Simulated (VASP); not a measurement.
# Al3Si8N3 in VASP: notebook

Al3Si8N3 is run at these levels: PBE; tasks: single point.

Everything below comes from runs of VASP 6.6.1. Logs are shortened: lines on timing, memory, paths and dates and some standing lists are left out, and cuts for length are marked.

### Step 1. The cell of the first run

The cell holds an amorphous packing of atoms, 14 atoms: a = 5.779 Å, b = 5.948 Å, c = 6.533 Å, α = 88.72°, β = 94.71°, γ = 91.30°.

### Step 2. Single point, PBE

INCAR

```
SYSTEM = Al3Si8N3
PREC = Accurate ; ENCUT = 520
EDIFF = 1E-6 ; ISMEAR = -1
SIGMA = 0.1379 ; LREAL = .FALSE.
LASPH = .TRUE. ; NELM = 60
ALGO = Normal ; ISIF = 2
LWAVE = .FALSE. ; LCHARG = .TRUE.
GGA = PE ; LELF = .TRUE.
LVHAR = .TRUE. ; NBANDS = 41
ISYM = 0
```

KPOINTS

```
Automatic mesh
0
Gamma
  1 1 1
  0.25 0.25 0.25
```

POSCAR

```
Al3Si8N3
1.0
    5.7732050000     -0.0648510000     -0.2515370000
   -0.0648510000      5.9471390000      0.0684970000
   -0.2515370000      0.0684970000      6.5273540000
Al N Si
3 3 8
Direct
    0.4970150507      0.7296994042      0.0826917699
    0.2079664090      0.0081419782      0.3061207567
    0.2032442665     -0.1216512072      0.7853954598
    0.9828457229      0.3604483123      0.1047098773
    0.4260147293      0.4457876710      0.0508378049
    0.2737311045      0.9328808440      0.0568446206
    0.9729626266      0.1792651889      0.6563733134
    0.9880443676      0.5604573026      0.3272578862
    0.6802205392      0.9413055763      0.7153580188
    0.1974471071      0.3052009475      0.9651106564
    0.7523291585      0.8883654830      0.3374496387
    0.3636107771      0.6187929410      0.5051154118
    0.6534930657      0.2204374648      0.0539795115
    0.5174808357      0.2362638415      0.5116464057
```

Potentials or basis: VASP PAW PBE potentials, release 64 (Al, N, Si).

Run with:

```
$ cat potpaw_PBE.64/Al/POTCAR potpaw_PBE.64/N/POTCAR potpaw_PBE.64/Si/POTCAR > POTCAR
$ mpirun -np 1 vasp_std > vasp.out
```

OUTCAR:

```text
SYSTEM = Al3Si8N3
   PREC = Accurate
   ENCUT = 520
   EDIFF = 1E-6
   ISMEAR = -1
   LREAL = .FALSE.
   LASPH = .TRUE.
   NELM = 60
   ISIF = 2
   GGA = PE
   ISYM = 0

 ion  position               nearest neighbor table
   1  0.497  0.730  0.083-   5 1.74   6 1.78  11 2.33   3 2.62   2 2.88   9 2.95  12 2.98  13 3.04
                            10 3.10  13 3.19
   2  0.208  0.008  0.306-   6 1.77  14 2.53  11 2.73  12 2.76  10 2.81   1 2.88   8 2.93   7 2.97
                             3 3.21  11 3.23
   3  0.203  0.878  0.785-   6 1.82   7 2.35   1 2.62  12 2.66  10 2.82   9 2.85   9 3.05   2 3.21

   4  0.983  0.360  0.105-  10 1.64   8 1.90  13 2.06
   5  0.426  0.446  0.051-  10 1.61   1 1.74  13 1.90
   6  0.274  0.933  0.057-   2 1.77   1 1.78   3 1.82  10 2.32
   7  0.973  0.179  0.656-   9 2.23   3 2.35  10 2.43  14 2.75  11 2.93   2 2.97   8 3.09
   8  0.988  0.560  0.327-   4 1.90  12 2.40  11 2.41   2 2.93   7 3.09
   9  0.680  0.941  0.715-   7 2.23  14 2.34  11 2.56  13 2.81   3 2.85  12 2.91   1 2.95   3 3.05

  10  0.197  0.305  0.965-   5 1.61   4 1.64   6 2.32   7 2.43  13 2.71   2 2.81   3 2.82   1 3.10

  11  0.752  0.888  0.337-   1 2.33   8 2.41   9 2.56  13 2.71   2 2.73  14 2.81   7 2.93  12 3.00
                             2 3.23
  12  0.364  0.619  0.505-   8 2.40  14 2.46   3 2.66   2 2.76   9 2.91   1 2.98  11 3.00
  13  0.653  0.220  0.054-   5 1.90   4 2.06  10 2.71  11 2.71   9 2.81   1 3.04   1 3.19
  14  0.517  0.236  0.512-   9 2.34  12 2.46   2 2.53   7 2.75  11 2.81

IMPORTANT INFORMATION: All symmetrisations will be switched off!
NOSYMM: (Re-)initialisation of all symmetry stuff for point group C_1.

----------------------------------------------------------------------------------------

                                     Primitive cell

  volume of cell :     223.6819

  direct lattice vectors                    reciprocal lattice vectors
     5.773205000 -0.064851000 -0.251537000     0.173524922  0.001815417  0.006667876
    -0.064851000  5.947139000  0.068497000     0.001815417  0.168187398 -0.001694973
    -0.251537000  0.068497000  6.527354000     0.006667876 -0.001694973  0.153476174

  length of vectors
     5.779045984  5.947887001  6.532557917     0.173662474  0.168205735  0.153630301

  position of ions in fractional coordinates (direct lattice)
     0.497015051  0.729699404  0.082691770
     0.207966409  0.008141978  0.306120757
     0.203244267  0.878348793  0.785395460
     0.982845723  0.360448312  0.104709877
     0.426014729  0.445787671  0.050837805
     0.273731105  0.932880844  0.056844621
     0.972962627  0.179265189  0.656373313
[... 89 lines left out ...]
   IALGO  =     38    algorithm
   IMIX   =      4    mixing-type and parameters
     AMIX     =   0.40;   BMIX     =  1.00
     AMIX_MAG =   1.60;   BMIX_MAG =  1.00
  volume/ion in A,a.u.               =      15.98       107.82
  Fermi-wavevector in a.u.,A,eV,Ry     =   1.031796  1.949812 14.484805  1.064603
  Thomas-Fermi vector in A             =   2.165962
   LORBIT       =      0    0 simple, 1 ext, 2 COOP (PROOUT), +10 PAW based schemes
   GGA     = PE    functional components
   LHFCALC =     F    Hartree Fock is set to
   AEXX    =    0.0000 exact exchange contribution
   IVDW    =     0    specifies the selected vdW correction
   LEPSILON=     F    determine dielectric tensor
   LRPA    =     F    only Hartree local field effects (RPA)
 non-spin polarized calculation
  energy-cutoff  :      520.00
  volume of cell :      223.68
 maximum number of plane-waves:      6017
 NGX is ok and might be reduce to    42
   NGX = 21   NGY = 23   NGZ = 25

 number of electron      56.0000000 magnetization

 Free energy of the ion-electron system (eV)
  ---------------------------------------------------
  ext. energy  EPLUGINS =         0.00000000
  ---------------------------------------------------
  free energy    TOTEN  =       -76.94251699 eV

  energy without entropy =      -76.76780529  energy(sigma->0) =      -76.85516114

 E-fermi :   6.9820     XC(G=0):  -9.9663

 val. band max:        6.6625736659   @ k =   0.2500   0.2500   0.2500
 cond. band min:       7.3075657495   @ k =   0.2500   0.2500   0.2500
 fundamental gap:      0.6449920836
 Fermi energy:         6.9820207089

 k-point     1 :       0.2500    0.2500    0.2500
  band No.  band energies     occupation
      1     -10.4847      2.00000
      2      -9.1942      2.00000
      3      -8.9903      2.00000
      4      -4.7927      2.00000
      5      -2.9733      2.00000
      6      -2.4670      2.00000
[... 32 lines left out ...]
     39      10.5556      0.00000
     40      10.8839      0.00000
 [bands above 40 left out]

------------------------ aborting loop because EDIFF is reached ----------------------------------------

  FORCE on cell =-STRESS in cart. coord.  units (eV):
  Direction    XX          YY          ZZ          XY          YZ          ZX
  --------------------------------------------------------------------------------------
  -------------------------------------------------------------------------------------
  Total        2.6760022      0.4051608      8.8142290     -3.5430401     -0.4000300      4.7786466
  in kB       19.1675294      2.9020647     63.1341024    -25.3779034     -2.8653139     34.2282419
  external PRESSURE =      28.4012322 kB  Pullay stress =       0.0000000 kB

 VOLUME and BASIS-vectors are now :
 -----------------------------------------------------------------------------
  energy-cutoff  :      520.00
  volume of cell :      223.68
      direct lattice vectors                 reciprocal lattice vectors
     5.773205000 -0.064851000 -0.251537000     0.173524922  0.001815417  0.006667876
    -0.064851000  5.947139000  0.068497000     0.001815417  0.168187398 -0.001694973
    -0.251537000  0.068497000  6.527354000     0.006667876 -0.001694973  0.153476174

 POSITION                                       TOTAL-FORCE (eV/Angst)
 -----------------------------------------------------------------------------------
      2.80125      4.31306      0.46472         2.165326      0.460754     -0.302104
      1.12310      0.05590      1.94641        -1.180491      0.276796      1.869770
      0.91885      5.26428      5.13560         0.159723     -0.500412     -1.504241
      5.62446      2.08707      0.46095        -3.742702      1.393953      3.047400
      2.41777      2.62702      0.25521         3.037288     -1.622903      0.025379
      1.50551      5.53411      0.36609        -1.218401      1.017430     -1.442486
      5.44038      1.04798      4.05192         1.831986      1.928898     -0.687960
      5.58552      3.29146      1.92599        -0.161714     -1.533107     -0.354263
      3.68607      5.60296      4.56277        -0.784357     -1.010766      2.209065
      0.87735      1.86838      6.27086        -2.248388     -1.638228     -2.692970
      4.20086      5.25756      2.07426         1.167406      0.003861      0.393938
      1.93202      3.69107      3.24799        -0.664590     -0.158063      0.439435
      3.74488      1.27229      0.20307         2.121524      0.872451      0.568933
      2.84350      1.40658      3.22572        -0.482609      0.509337     -1.569896
 -----------------------------------------------------------------------------------
    total drift:                                0.000095      0.000612      0.000355

  FREE ENERGIE OF THE ION-ELECTRON SYSTEM (eV)
  ---------------------------------------------------
  free  energy   TOTEN  =       -76.9425169906 eV

  energy  without entropy=      -76.7678052900  energy(sigma->0) =      -76.85516114
```

OSZICAR:

```text
N       E                     dE             d eps       ncg     rms          rms(c)
DAV:   1     0.177648578312E+03    0.17765E+03   -0.22778E+04    82   0.116E+03
DAV:   2    -0.623992661202E+02   -0.24005E+03   -0.22845E+03   100   0.198E+02
DAV:   3    -0.855407693611E+02   -0.23142E+02   -0.22891E+02   108   0.614E+01
DAV:   4    -0.860160444492E+02   -0.47528E+00   -0.47441E+00   100   0.101E+01
DAV:   5    -0.860253750589E+02   -0.93306E-02   -0.93279E-02   108   0.141E+00    0.194E+01
DAV:   6    -0.767418971023E+02    0.92835E+01   -0.35247E+01   116   0.321E+01    0.986E+00
DAV:   7    -0.770774732372E+02   -0.33558E+00   -0.70907E+00    90   0.123E+01    0.513E+00
DAV:   8    -0.769772160561E+02    0.10026E+00   -0.10462E+00   108   0.474E+00    0.209E+00
DAV:   9    -0.769375859234E+02    0.39630E-01   -0.17686E-01   108   0.269E+00    0.508E-01
DAV:  10    -0.769431614651E+02   -0.55755E-02   -0.60137E-02   100   0.958E-01    0.379E-01
DAV:  11    -0.769423197445E+02    0.84172E-03   -0.10237E-02   108   0.541E-01    0.136E-01
DAV:  12    -0.769424453405E+02   -0.12560E-03   -0.20580E-03    92   0.267E-01    0.738E-02
DAV:  13    -0.769425089211E+02   -0.63581E-04   -0.37561E-04   100   0.793E-02    0.233E-02
DAV:  14    -0.769425133547E+02   -0.44335E-05   -0.55200E-05   124   0.397E-02    0.124E-02
DAV:  15    -0.769425169827E+02   -0.36280E-05   -0.17198E-05    92   0.217E-02    0.935E-03
DAV:  16    -0.769425169906E+02   -0.78594E-08   -0.52740E-06   108   0.112E-02
   1 F= -.76942517E+02 E0= -.76855161E+02  d E =-.174712E+00
```

stdout:

```text
POSCAR found type information on POSCAR AlN Si
 POSCAR found :  3 types and      14 ions
 scaLAPACK will be used
 LDA part: xc-table for (Slater+PW92), standard interpolation
 POSCAR, INCAR and KPOINTS ok, starting setup
 FFT: planning ... GRIDC
 FFT: planning ... GRID_SOFT
 FFT: planning ... GRID
 WAVECAR not read
 entering main loop
```

Wall time 15 s (1 thread of AMD EPYC 9R45 (Zen 5), shared host); peak memory 0.3 GiB.

Results:

```
Free energy            : -76.9425 eV
Pressure               : 2.8 GPa
Largest force          : 5.024 eV/Å
Band gap on the k mesh : 0.65 eV
```

Forces in eV/Å, atoms in the order of the input:
```
Al   2.165  0.461 -0.302
Al  -1.180  0.277  1.870
Al   0.160 -0.500 -1.504
N   -3.743  1.394  3.047
N    3.037 -1.623  0.025
N   -1.218  1.017 -1.442
Si   1.832  1.929 -0.688
Si  -0.162 -1.533 -0.354
Si  -0.784 -1.011  2.209
Si  -2.248 -1.638 -2.693
Si   1.167  0.004  0.394
Si  -0.665 -0.158  0.439
Si   2.122  0.872  0.569
Si  -0.483  0.509 -1.570
```

Caveat: the k points lie up to 1.09 Å⁻¹ apart.

### Step 3. Single point, PBE

INCAR

```
SYSTEM = Al3Si8N3
PREC = Accurate ; ENCUT = 520
EDIFF = 1E-7 ; ISMEAR = -1
SIGMA = 0.1379 ; LREAL = .False.
LASPH = .True. ; NELM = 100
ALGO = Normal ; ISIF = 2
LWAVE = .False. ; LCHARG = .False.
GGA = PE ; NBANDS = 41
ISYM = 0
```

KPOINTS is that of step 2.

POSCAR

```
Al3Si8N3
1.0
    5.7732050000     -0.0648510000     -0.2515370000
   -0.0648510000      5.9471390000      0.0684970000
   -0.2515370000      0.0684970000      6.5273540000
Al N Si
3 3 8
Direct
    0.5031519741      0.6377848837      0.1000270534
    0.1757078259     -0.0486233403      0.3340962620
    0.2336183333     -0.2004159810      0.7956710404
    0.9925362819      0.3715168822      0.0854990869
    0.4923106286      0.3038770006      0.0511712212
    0.2002356133      0.9154611692      0.0644941766
    1.0612897114      0.1661278413      0.6484712445
    0.9436874779      0.5297784591      0.3168305384
    0.7416698639      0.9153818458      0.7147606063
    0.2216188856      0.2082698668      0.9888952688
    0.7719475541      0.9190937049      0.2289378223
    0.3224500854      0.5374219989      0.5293499223
    0.7290459801      0.1759839012     -0.0231887731
    0.5953980984      0.2234566554      0.4664200135
```

Potentials or basis: VASP PAW PBE potentials, release 64 (Al, N, Si).

Run with:

```
$ cat potpaw_PBE.64/Al/POTCAR potpaw_PBE.64/N/POTCAR potpaw_PBE.64/Si/POTCAR > POTCAR
$ mpirun -np 1 vasp_std > vasp.out
```

OUTCAR:

```text
SYSTEM = Al3Si8N3
   PREC = Accurate
   ENCUT = 520
   EDIFF = 1E-7
   ISMEAR = -1
   LREAL = .False.
   LASPH = .True.
   NELM = 100
   ISIF = 2
   GGA = PE
   ISYM = 0

 ion  position               nearest neighbor table
   1  0.503  0.638  0.100-   5 2.02  11 2.38   6 2.43   3 2.60   8 2.89  10 3.07  12 3.11   2 3.19
                            13 3.21
   2  0.176  0.951  0.334-   6 1.80  11 2.38   7 2.58  10 2.72   8 2.82  12 2.86  14 2.96   3 3.12
                             1 3.19
   3  0.234  0.800  0.796-   6 1.93  12 2.45   7 2.55   1 2.60  10 2.77   9 2.94   9 3.09   2 3.12

   4  0.993  0.372  0.085-  10 1.82   8 1.84  13 1.99
   5  0.492  0.304  0.051-  10 1.67  13 1.69   1 2.02
   6  0.200  0.915  0.064-   2 1.80  10 1.80   3 1.93   1 2.43
   7  0.061  0.166  0.648-  10 2.35   9 2.41   3 2.55   2 2.58  12 2.78  14 2.88  13 3.00   8 3.07

   8  0.944  0.530  0.317-   4 1.84  12 2.49  11 2.57   2 2.82   1 2.89  14 2.90   7 3.07
   9  0.742  0.915  0.715-  13 2.34   7 2.41  14 2.53   3 2.94   3 3.09
[... 205 lines left out ...]

  FORCE on cell =-STRESS in cart. coord.  units (eV):
  Direction    XX          YY          ZZ          XY          YZ          ZX
  --------------------------------------------------------------------------------------
  -------------------------------------------------------------------------------------
  Total       -3.3134628     -7.3462829     10.0699718     -4.8655405     -4.4462972      7.4392822
  in kB      -23.7334997    -52.6195738     72.1286716    -34.8506412    -31.8477072     53.2857043
  external PRESSURE =      -1.4081340 kB  Pullay stress =       0.0000000 kB

 VOLUME and BASIS-vectors are now :
 -----------------------------------------------------------------------------
  energy-cutoff  :      520.00
  volume of cell :      223.68
      direct lattice vectors                 reciprocal lattice vectors
     5.773205000 -0.064851000 -0.251537000     0.173524922  0.001815417  0.006667876
    -0.064851000  5.947139000  0.068497000     0.001815417  0.168187398 -0.001694973
    -0.251537000  0.068497000  6.527354000     0.006667876 -0.001694973  0.153476174

 POSITION                                       TOTAL-FORCE (eV/Angst)
 -----------------------------------------------------------------------------------
      2.83828      3.76722      0.57004        -0.416856     -1.255553      0.145918
      0.86866      5.66946      2.20173         1.295156     -0.579366      2.227876
      1.09673      4.79459      5.18963        -0.563638      0.538736     -0.206951
      5.68452      2.15095      0.33387        -0.741899     -0.709985     -0.137776
      2.80963      1.77878      0.23099        -0.394124      2.768290      0.320512
      1.08041      5.43581      0.43332         1.054344     -0.384301     -1.544270
      0.17995      1.02843      4.22876         0.006550      0.278633     -0.578142
      5.33405      3.11117      1.86698         0.182094     -1.344208     -0.330613
      4.04266      5.44476      4.54164        -0.476292      0.317385     -0.806510
      1.01720      1.29197      6.41339        -1.854228      0.205849     -0.408818
      4.33942      5.43160      1.36314        -0.858033     -0.957611      2.626433
      1.69357      3.21147      3.41096         0.025448     -0.233758     -0.924521
      3.95181      1.06623      6.20466         2.329856      1.496589     -0.277822
      3.30554      1.32226      2.91003         0.411623     -0.140700     -0.105315
 -----------------------------------------------------------------------------------
    total drift:                                0.000218      0.000181      0.000077

  FREE ENERGIE OF THE ION-ELECTRON SYSTEM (eV)
  ---------------------------------------------------
  free  energy   TOTEN  =       -77.4097973590 eV

  energy  without entropy=      -77.2234868471  energy(sigma->0) =      -77.31664210
```

OSZICAR:

```text
N       E                     dE             d eps       ncg     rms          rms(c)
DAV:   1     0.174344362100E+03    0.17434E+03   -0.22653E+04    82   0.116E+03
DAV:   2    -0.617239731249E+02   -0.23607E+03   -0.22600E+03    99   0.196E+02
DAV:   3    -0.845223583173E+02   -0.22798E+02   -0.22405E+02   108   0.599E+01
[... 11 lines left out ...]
DAV:  15    -0.774098007068E+02   -0.70321E-05   -0.26947E-05   116   0.271E-02    0.211E-02
DAV:  16    -0.774097978715E+02    0.28353E-05   -0.87567E-06   108   0.162E-02    0.101E-02
DAV:  17    -0.774097972723E+02    0.59924E-06   -0.61805E-06   108   0.121E-02    0.365E-03
DAV:  18    -0.774097973756E+02   -0.10337E-06   -0.22410E-06   108   0.685E-03    0.251E-03
DAV:  19    -0.774097973590E+02    0.16659E-07   -0.32383E-07    92   0.284E-03
   1 F= -.77409797E+02 E0= -.77316642E+02  d E =-.186311E+00
```

It took 16 s on 1 thread of AMD EPYC 9R45 (Zen 5), shared host; peak memory 0.29 GiB.

What came out:

```yaml
Free_energy: -77.4098 eV
Pressure: -0.1 GPa
Largest_force: 2.924 eV/Å
Band_gap_on_the_k_mesh: 0.64 eV
```

Forces in eV/Å, atoms in the order of the input:
```
Al  -0.417 -1.256  0.146
Al   1.295 -0.579  2.228
Al  -0.564  0.539 -0.207
N   -0.742 -0.710 -0.138
N   -0.394  2.768  0.321
N    1.054 -0.384 -1.544
Si   0.007  0.279 -0.578
Si   0.182 -1.344 -0.331
Si  -0.476  0.317 -0.807
Si  -1.854  0.206 -0.409
Si  -0.858 -0.958  2.626
Si   0.025 -0.234 -0.925
Si   2.330  1.497 -0.278
Si   0.412 -0.141 -0.105
```

Levels at points of the mesh, in eV from the valence-band top:
| k point | band 26 | band 27 | band 28 | band 29 | band 30 | band 31 |
| --- | --- | --- | --- | --- | --- | --- |
| (0.25, 0.25, 0.25) | -1.03 | -0.43 | 0.00 | 0.64 | 1.00 | 1.51 |

Caveat: the k points lie up to 1.09 Å⁻¹ apart.
